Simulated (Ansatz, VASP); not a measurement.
# One calculation of Al, two programs

```xyz
1
Lattice="0.0000 2.0139 2.0240 2.0240 0.0000 2.0240 2.0240 2.0139 0.0000" Properties=species:S:1:pos:R:3 pbc="T T T"
Al    0.0000    0.0000    0.0000
```

Change from the starting cell: strain -0.0050 x Voigt [0, 1, 0, 0, 0, 0], atoms carried along.

Alike in both runs: task single point; functional LDA; k mesh 20 × 20 × 20; occupations gaussian, width 0.15 eV; no spin polarisation.

|  | VASP | Ansatz |
| --- | --- | --- |
| version | VASP 6.6.1 | Ansatz 0.2.0 |
| potentials or method | VASP PAW LDA potentials, release 64 (Al), cutoff 520 eV | scalar-relativistic, plane waves, PAW |
| valence electrons in the cell | 3 | 3 |

|  | VASP | Ansatz | Ansatz less VASP |
| --- | --- | --- | --- |
| gap on the k mesh at the Fermi level (eV) | none | none | - |
| pressure (GPa) | -3.2 | -3.3 | -0.04 |

LDA's correlation is that of Perdew and Zunger in VASP and of Perdew and Wang (1992) in Ansatz. A gap of «none» marks a metal or a gap that the smearing closes.
